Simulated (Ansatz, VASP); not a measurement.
Te2Mo: VASP beside Ansatz

```
Te Mo
1.0
     3.50388    0.00000    0.00000
    -1.75194    3.03445    0.00000
     0.00000    0.00000   24.76772
Te Mo
4 2
Direct
  0.33333 0.66667 0.18169
  0.33333 0.66667 0.32841
  0.83333 0.66667 0.52746
  0.83333 0.66667 0.67417
  0.66667 0.33333 0.25505
  0.16667 0.33333 0.60081
```

Alike in both runs: task single point; functional PBE; dispersion D3(BJ); k mesh 9 × 9 × 1; occupations gaussian, width 0.05 eV; no spin polarisation.

|  | VASP | Ansatz |
| --- | --- | --- |
| version | VASP 6.6.1 | Ansatz 0.2.0 |
| potentials or method | VASP PAW PBE potentials, release 64 (Te, Mo_sv), cutoff 520 eV | scalar-relativistic, plane waves, PAW |
| valence electrons in the cell | 52 | 92 |

```csv
,VASP,Ansatz,Ansatz less VASP
gap on the k mesh at the Fermi level (eV),1.19,1.19,+0.001
least direct gap on the mesh (eV),1.19,1.19,+0.001
rms of the force components (eV/Å),0.032,0.028,-0.0045
```

VASP's potentials hold 52 valence electrons a cell and Ansatz's 92, so a difference there can come from the potentials and not from the codes.

Spin-orbit coupling is off throughout.
